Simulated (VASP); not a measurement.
ScW, 2 atoms in the cell. Symmetry: Cmmm, No. 65, orthorhombic system. The conventional cell has a = 4.813 Å, b = 5.085 Å, c = 3.095 Å, α = 90.00°, β = 90.00°, γ = 90.00°. Sc (site symmetry mmm) has 4 W at 2.41 to 2.54 Å and 2 Sc at 3.09 Å within 3.2 Å. Within 3.2 Å of W (site symmetry mmm) lie 4 Sc at 2.41 to 2.54 Å and 2 W at 3.09 Å. 

```yaml
Program: VASP 6.6.1
Task: relaxation of cell and atoms
Functional: PBE
Potentials_or_basis: VASP PAW PBE potentials, release 64 (Sc_sv, W_sv)
Cutoff: 600 eV
k_mesh: 6 × 6 × 6
Occupations: gaussian, width 0.2 eV
Spin: no spin polarisation
Dipole_correction: no
Further_INCAR_settings: ALGO = Normal; EDIFF = 1e-06; IBRION = 2; EDIFFG = -0.08; NSW = 36; ISIF = 3
```

Potentials or basis: VASP PAW PBE potentials, release 64 (Sc_sv, W_sv).

Launch:

```console
$ cat potpaw_PBE.64/Sc_sv/POTCAR potpaw_PBE.64/W_sv/POTCAR > POTCAR
$ mpirun -np 1 vasp_std > vasp.out
```

Hardware: 1 thread of AMD EPYC 7R13 Processor (Zen 3) (shared host).

Problem. How long does it take, and how much memory?

Solution. Wall time 3.8 min on 1 thread of AMD EPYC 7R13 Processor (Zen 3), on a shared host, peak memory 0.16 GiB. Counts: scf iterations 73, k points 52, ion steps 8.
